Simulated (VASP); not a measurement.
# CuI (Fm-3m) in VASP: further runs

The runs below take CuI through single point, with PBE.

Program: VASP 6.6.1. These are calculated values, not measurements. Logs are shortened: lines on timing, memory, paths and dates and some standing lists are left out, and cuts for length are marked.

## Step 1: The cell of the first run

Symmetry: Fm-3m, No. 225, cubic system. The conventional cell has a = 6.057 Å, b = 6.057 Å, c = 6.057 Å, α = 90.00°, β = 90.00°, γ = 90.00°. Within 4.0 Å of Cu (site symmetry m-3m) lie 6 I at 3.03 Å. Within 4.0 Å of I (site symmetry m-3m) lie 6 Cu at 3.03 Å.

## Step 2: Single point, PBE

Input file INCAR:

```
SYSTEM = CuI
ALGO = Normal
EDIFF = 1E-6
ENCUT = 600
GGA = PE
GGA_COMPAT = .FALSE.
ISIF = 2
ISMEAR = -1
LASPH = .TRUE.
LCHARG = .FALSE.
LREAL = .FALSE.
LWAVE = .FALSE.
NBANDS = 16
NELM = 120
PREC = Accurate
SIGMA = 0.1
```

Input file KPOINTS:

```
k-points
0
G
  5 5 5
  0 0 0
```

Input file POSCAR:

```
CuI
1.0
    0.0000000000      3.0287120000      3.0287120000
    3.0287120000      0.0000000000      3.0287120000
    3.0287120000      3.0287120000      0.0000000000
Cu I
1 1
Direct
    0.0000000000      0.0000000000      0.0000000000
    0.5000000000      0.5000000000      0.5000000000
```

Potentials or basis: VASP PAW PBE potentials, release 64 (Cu, I).

Run with:

```
cat potpaw_PBE.64/Cu/POTCAR potpaw_PBE.64/I/POTCAR > POTCAR
mpirun -np 1 vasp_std > vasp.out
```

OUTCAR:

```text
SYSTEM = CuI
   EDIFF = 1E-6
   ENCUT = 600
   GGA = PE
   ISIF = 2
   ISMEAR = -1
   LASPH = .TRUE.
   LREAL = .FALSE.
   NELM = 120
   PREC = Accurate

 ion  position               nearest neighbor table
   1  0.000  0.000  0.000-   2 3.03   2 3.03   2 3.03   2 3.03   2 3.03   2 3.03
   2  0.500  0.500  0.500-   1 3.03   1 3.03   1 3.03   1 3.03   1 3.03   1 3.03

  LATTYP: Found a face centered cubic cell.
 ALAT       =     6.0574240000

  Lattice vectors:

 A1 = (   0.0000000000,   3.0287120000,   3.0287120000)
 A2 = (   3.0287120000,   0.0000000000,   3.0287120000)
 A3 = (   3.0287120000,   3.0287120000,   0.0000000000)

Analysis of symmetry for initial positions (statically):
=====================================================================
 Subroutine PRICEL returns:
 Original cell was already a primitive cell.

 Routine SETGRP: Setting up the symmetry group for a
 face centered cubic supercell.

 Subroutine GETGRP returns: Found 48 space group operations
 (whereof 48 operations were pure point group operations)
 out of a pool of 48 trial point group operations.

The static configuration has the point symmetry O_h .

Analysis of symmetry for dynamics (positions and initial velocities):
=====================================================================
 Subroutine PRICEL returns:
 Original cell was already a primitive cell.

 Routine SETGRP: Setting up the symmetry group for a
 face centered cubic supercell.

 Subroutine GETGRP returns: Found 48 space group operations
 (whereof 48 operations were pure point group operations)
 out of a pool of 48 trial point group operations.

The dynamic configuration has the point symmetry O_h .

 Subroutine INISYM returns: Found 48 space group operations
 (whereof 48 operations are pure point group operations),
 and found     1 'primitive' translations

----------------------------------------------------------------------------------------

                                     Primitive cell

  volume of cell :      55.5653

  direct lattice vectors                    reciprocal lattice vectors
     0.000000000  3.028712000  3.028712000    -0.165086677  0.165086677  0.165086677
     3.028712000  0.000000000  3.028712000     0.165086677 -0.165086677  0.165086677
     3.028712000  3.028712000  0.000000000     0.165086677  0.165086677 -0.165086677

  length of vectors
     4.283245587  4.283245587  4.283245587     0.285938512  0.285938512  0.285938512

  position of ions in fractional coordinates (direct lattice)
     0.000000000  0.000000000  0.000000000
     0.500000000  0.500000000  0.500000000

  ion indices of the primitive-cell ions
   primitive index   ion index
                 1           1
                 2           2

----------------------------------------------------------------------------------------

 KPOINTS: k-points

Automatic generation of k-mesh.
 Grid dimensions read from file:
 generate k-points for:    5    5    5

 Generating k-lattice:

  Cartesian coordinates                     Fractional coordinates (reciprocal lattice)
    -0.033017335  0.033017335  0.033017335     0.200000000  0.000000000  0.000000000
     0.033017335 -0.033017335  0.033017335     0.000000000  0.200000000  0.000000000
     0.033017335  0.033017335 -0.033017335     0.000000000  0.000000000  0.200000000

  Length of vectors
     0.057187702  0.057187702  0.057187702

  Shift w.r.t. Gamma in fractional coordinates (k-lattice)
     0.000000000  0.000000000  0.000000000

 Subroutine IBZKPT returns following result:
 ===========================================

 Found     10 irreducible k-points:

 Following reciprocal coordinates:
            Coordinates               Weight
  0.000000  0.000000  0.000000      1.000000
  0.200000  0.000000  0.000000      8.000000
  0.400000  0.000000  0.000000      8.000000
  0.200000  0.200000  0.000000      6.000000
  0.400000  0.200000  0.000000     24.000000
 -0.400000  0.200000  0.000000     24.000000
 -0.200000  0.200000  0.000000     12.000000
  0.400000  0.400000  0.000000      6.000000
 -0.400000  0.400000  0.000000     12.000000
 -0.400000  0.400000  0.200000     24.000000
   k-points           NKPTS =     10   k-points in BZ     NKDIM =     10   number of bands    NBANDS=     16
   number of dos      NEDOS =    301   number of ions     NIONS =      2
   total plane-waves  NPLWV =  46656
   dimension x,y,z NGX =    36 NGY =   36 NGZ =   36
   dimension x,y,z NGXF=    72 NGYF=   72 NGZF=   72
   ions per type =               1   1
   NGX,Y,Z   is equivalent  to a cutoff of  13.97, 13.97, 13.97 a.u.
   NGXF,Y,Z  is equivalent  to a cutoff of  27.95, 27.95, 27.95 a.u.
 SYSTEM =  CuI
   PREC   = accura    normal or accurate (medium, high low for compatibility)
   ISTART =      0    job   : 0-new  1-cont  2-samecut
   ICHARG =      2    charge: 1-file 2-atom 10-const
   ISPIN  =      1    spin polarized calculation?
   LNONCOLLINEAR =      F non collinear calculations
   LSORBIT =      F    spin-orbit coupling
   LASPH  =      T    aspherical Exc in radial PAW
   ENCUT  =  600.0 eV  44.10 Ry    6.64 a.u.   8.55  8.55  8.55*2*pi/ulx,y,z
   NELM   =    120;   NELMIN=  2; NELMDL= -5     # of ELM steps
   EDIFF  = 0.1E-05   stopping-criterion for ELM
   LREAL  =      F    real-space projection
   EDIFFG = 0.1E-04   stopping-criterion for IOM
   NSW    =      0    number of steps for IOM
   IBRION =     -1    ionic relax: 0-MD 1-quasi-New 2-CG
   NFREE  =      0    steps in history (QN), initial steepest desc. (CG)
   ISIF   =      2    stress and relaxation
   ISYM   =      2    0-nonsym 1-usesym 2-fastsym
   POTIM  = 0.5000    time-step for ionic-motion
   TEBEG  =    0.0;   TEEND  =   0.0 temperature during run
   PSTRESS=    0.0 pullay stress
   NELECT =      18.0000    total number of electrons
   NUPDOWN=      -1.0000    fix difference up-down
   EMIN   =  10.00;   EMAX   =-10.00  energy-range for DOS
   EFERMI =   0.00;   METHOD = LEGACY
   ISMEAR =    -1;   SIGMA  =   0.10  broadening in eV -4-tet -1-fermi 0-gaus
   EFERMI_NEDOS =   21; number of points for ismear=-14 and -15
   IALGO  =     38    algorithm
   IMIX   =      4    mixing-type and parameters
     AMIX     =   0.40;   BMIX     =  1.00
     AMIX_MAG =   1.60;   BMIX_MAG =  1.00
  volume/ion in A,a.u.               =      27.78       187.49
  Fermi-wavevector in a.u.,A,eV,Ry     =   1.124340  2.124695 17.199677  1.264141
  Thomas-Fermi vector in A             =   2.261011
   LORBIT       =      0    0 simple, 1 ext, 2 COOP (PROOUT), +10 PAW based schemes
   GGA     = PE    functional components
   LHFCALC =     F    Hartree Fock is set to
   AEXX    =    0.0000 exact exchange contribution
   IVDW    =     0    specifies the selected vdW correction
   LEPSILON=     F    determine dielectric tensor
   LRPA    =     F    only Hartree local field effects (RPA)
 non-spin polarized calculation
  energy-cutoff  :      600.00
  volume of cell :       55.57
 maximum number of plane-waves:      1875
 NGX is ok and might be reduce to    36
   NGX = 17   NGY = 17   NGZ = 17

 number of electron      18.0000005 magnetization

 Free energy of the ion-electron system (eV)
  ---------------------------------------------------
  ext. energy  EPLUGINS =         0.00000000
  ---------------------------------------------------
  free energy    TOTEN  =        -4.94180399 eV

  energy without entropy =       -4.92095011  energy(sigma->0) =       -4.93137705

 E-fermi :   4.3738     XC(G=0):  -9.2160

 val. band max:        4.1268016732   @ k =  -0.2000   0.2000   0.0000
 cond. band min:       4.4316895129   @ k =   0.4000   0.4000   0.0000
 fundamental gap:      0.3048878397
 Fermi energy:         4.3738469404

 k-point     1 :       0.0000    0.0000    0.0000
  band No.  band energies     occupation
      1      -9.0895      2.00000
      2       2.6196      2.00000
      3       2.6196      2.00000
      4       2.6196      2.00000
      5       2.8231      2.00000
      6       2.8231      2.00000
[... 8 lines left out ...]
     15      12.5718      0.00000
     16      12.5718      0.00000

 k-point     2 :       0.2000    0.0000    0.0000
  band No.  band energies     occupation
      1      -8.9016      2.00000
      2       0.8339      2.00000
      3       1.9401      2.00000
      4       1.9401      2.00000
      5       2.8959      2.00000
      6       2.8959      2.00000
[... 8 lines left out ...]
     15      12.5838      0.00000
     16      12.5838      0.00000

 k-point     3 :       0.4000    0.0000    0.0000
  band No.  band energies     occupation
      1      -8.5540      2.00000
      2      -0.7568      2.00000
      3       1.4806      2.00000
      4       1.4806      2.00000
      5       2.9812      2.00000
      6       2.9812      2.00000
[... 8 lines left out ...]
     15      14.5989      0.00000
     16      14.5989      0.00000

 k-point     4 :       0.2000    0.2000    0.0000
  band No.  band energies     occupation
      1      -8.8440      2.00000
      2       0.7696      2.00000
      3       2.0156      2.00000
      4       2.0156      2.00000
      5       2.7915      2.00000
      6       2.8506      2.00000
[... 8 lines left out ...]
     15      14.5111      0.00000
     16      14.5942      0.00000

 k-point     5 :       0.4000    0.2000    0.0000
  band No.  band energies     occupation
      1      -8.5539      2.00000
      2      -0.2091      2.00000
      3       1.3048      2.00000
      4       1.5671      2.00000
      5       2.8628      2.00000
      6       2.9869      2.00000
[... 8 lines left out ...]
     15      15.4039      0.00000
     16      15.5426      0.00000

 k-point     6 :      -0.4000    0.2000    0.0000
  band No.  band energies     occupation
      1      -8.4247      2.00000
      2      -0.6069      2.00000
      3       0.9559      2.00000
      4       1.3909      2.00000
      5       2.9766      2.00000
      6       2.9962      2.00000
[... 8 lines left out ...]
     15      14.4603      0.00000
     16      14.9145      0.00000

 k-point     7 :      -0.2000    0.2000    0.0000
  band No.  band energies     occupation
      1      -8.6599      2.00000
      2      -0.0109      2.00000
      3       1.4051      2.00000
      4       1.5801      2.00000
      5       2.9277      2.00000
      6       2.9517      2.00000
[... 8 lines left out ...]
     15      14.1896      0.00000
     16      15.4100      0.00000

 k-point     8 :       0.4000    0.4000    0.0000
  band No.  band energies     occupation
      1      -8.4209      2.00000
      2      -0.1176      2.00000
      3       1.5248      2.00000
      4       1.5248      2.00000
      5       2.6976      2.00000
      6       2.8952      2.00000
[... 8 lines left out ...]
     15      15.7532      0.00000
     16      17.2641      0.00000

 k-point     9 :      -0.4000    0.4000    0.0000
  band No.  band energies     occupation
      1      -8.3386      2.00000
      2       0.0419      2.00000
      3       0.5070      2.00000
      4       1.3944      2.00000
      5       2.8325      2.00000
      6       3.0336      2.00000
[... 8 lines left out ...]
     15      15.5880      0.00000
     16      17.1394      0.00000

 k-point    10 :      -0.4000    0.4000    0.2000
  band No.  band energies     occupation
      1      -8.3730      2.00000
      2      -0.1037      2.00000
      3       0.7848      2.00000
      4       1.0654      2.00000
      5       2.9586      2.00000
      6       3.0033      2.00000
[... 8 lines left out ...]
     15      14.6856      0.00000
     16      16.8573      0.00000

------------------------ aborting loop because EDIFF is reached ----------------------------------------

  FORCE on cell =-STRESS in cart. coord.  units (eV):
  Direction    XX          YY          ZZ          XY          YZ          ZX
  --------------------------------------------------------------------------------------
  -------------------------------------------------------------------------------------
  Total       -1.6608378     -1.6608378     -1.6608378     -0.0000000      0.0000000      0.0000000
  in kB      -47.8887902    -47.8887902    -47.8887902     -0.0000000      0.0000000      0.0000000
  external PRESSURE =     -47.8887902 kB  Pullay stress =       0.0000000 kB

 VOLUME and BASIS-vectors are now :
 -----------------------------------------------------------------------------
  energy-cutoff  :      600.00
  volume of cell :       55.57
      direct lattice vectors                 reciprocal lattice vectors
     0.000000000  3.028712000  3.028712000    -0.165086677  0.165086677  0.165086677
     3.028712000  0.000000000  3.028712000     0.165086677 -0.165086677  0.165086677
     3.028712000  3.028712000  0.000000000     0.165086677  0.165086677 -0.165086677

 POSITION                                       TOTAL-FORCE (eV/Angst)
 -----------------------------------------------------------------------------------
      0.00000      0.00000      0.00000         0.000000      0.000000      0.000000
      3.02871      3.02871      3.02871         0.000000      0.000000     -0.000000
 -----------------------------------------------------------------------------------
    total drift:                                0.000000      0.000000      0.000000

  FREE ENERGIE OF THE ION-ELECTRON SYSTEM (eV)
  ---------------------------------------------------
  free  energy   TOTEN  =        -4.9418039948 eV

  energy  without entropy=       -4.9209501145  energy(sigma->0) =       -4.93137705
```

Wall time 22 s (1 thread of Intel Xeon Platinum 8488C (Sapphire Rapids), shared host); peak memory 0.2 GiB.

Results:

- Free energy: -4.9418 eV
- Pressure: -4.8 GPa
- Band gap on the k mesh: 0.30 eV, indirect (least direct gap 1.24 eV)

Caveat: spin-orbit coupling is left out, which moves the levels of the heavy elements.

## Step 3: Single point, PBE

Input file INCAR:

```
SYSTEM = CuI
PREC = Accurate
ENCUT = 600
EDIFF = 1E-6
ISMEAR = 1
SIGMA = 0.01
LREAL = .FALSE.
LASPH = .TRUE.
NELM = 120
ALGO = Normal
ISIF = 2
LWAVE = .FALSE.
LCHARG = .FALSE.
GGA = PE
NBANDS = 16
GGA_COMPAT = .FALSE.
```

Input file KPOINTS:

```
regular mesh
0
G
  5 5 5
  0 0 0
```

POSCAR is that of step 2.

Potentials or basis: VASP PAW PBE potentials, release 64 (Cu, I).

Run with:

```
cat potpaw_PBE.64/Cu/POTCAR potpaw_PBE.64/I/POTCAR > POTCAR
mpirun -np 1 vasp_std > vasp.out
```

It took 23 s on 1 thread of Intel Xeon Platinum 8488C (Sapphire Rapids), shared host; peak memory 0.2 GiB.

Results (log left out):

```yaml
Free_energy: -4.9330 eV
Pressure: -4.6 GPa
Band_gap_on_the_k_mesh: 0.27 eV, indirect (least direct gap 1.20 eV)
```

Levels at points of the mesh, in eV from the valence-band top:
| k point | band 6 | band 7 | band 8 | band 9 | band 10 | band 11 | band 12 | band 13 |
| --- | --- | --- | --- | --- | --- | --- | --- | --- |
| (0.00, 0.00, 0.00) | -1.29 | -1.27 | -1.27 | -1.27 | 0.45 | 7.46 | 7.46 | 7.46 |

Caveat: spin-orbit coupling is left out, which moves the levels of the heavy elements.

(Continued in part 2 of 2.)
